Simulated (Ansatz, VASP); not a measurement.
## Two plane-wave programs on MgO

```xyz
2
Lattice="0.0000 2.1272 2.1272 2.1272 0.0000 2.1272 2.1272 2.1272 0.0000" Properties=species:S:1:pos:R:3 pbc="T T T"
Mg    0.0000    0.0000    0.0000
O     2.1272    2.1272    2.1272
```

Alike in both runs: functional PBE; k mesh 10 × 10 × 10; occupations gaussian, width 0.02 eV; no spin polarisation.

Ansatz relaxed the structure, and its values are those at the end. VASP's run is a single point on that final structure, the one shown.

|  | VASP | Ansatz |
| --- | --- | --- |
| version | VASP 6.6.1 | Ansatz 0.2.0 |
| potentials or method | VASP PAW PBE potentials, release 64 (Mg, O), cutoff 600 eV | scalar-relativistic, plane waves, PAW |
| valence electrons in the cell | 8 | 16 |

```csv
,VASP,Ansatz,Ansatz less VASP
gap on the k mesh at the Fermi level (eV),4.44,4.46,+0.020
least direct gap on the mesh (eV),4.44,4.46,+0.020
pressure (GPa),-1.1,0.0,+1.12
```

VASP's potentials hold 8 valence electrons a cell and Ansatz's 16, so a difference there can come from the potentials and not from the codes.
